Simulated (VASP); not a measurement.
Runs of VASP 6.6.1 on CuRu. The structure is that of space group Pm-3m (No. 221), or close to it. The cells are those of the table. 

```csv
task,cell,k mesh,cutoff (eV),gap on the mesh (eV),pressure (GPa)
single point,"a = 2.931 Å, 2 atoms",6 × 6 × 6,520,none,0.7
single point,"a = 2.926 Å, 2 atoms",18 × 18 × 18,520,none,(a)
relaxation of cell and atoms,"relaxed from a = 2.979 Å, 2 atoms",6 × 6 × 6,600,none,-0.2
single point,"a = 2.979 Å, 2 atoms",6 × 6 × 6,520,none,-9.8
```

Alike in all rows: level r2SCAN; potentials or basis VASP PAW PBE potentials, release 64 (Cu, Ru_pv); no spin polarisation; smearing gaussian 0.1 eV.

Task: Estimate the missing entries.

Result: (a) 0.9.

Caveats: the PAW data sets were made with another functional, which shifts forces and pressure a little.

A k mesh can miss the band edges, and the runs leave out spin-orbit coupling on Ru.

A gap of «none» marks levels without a gap at the run's occupations.
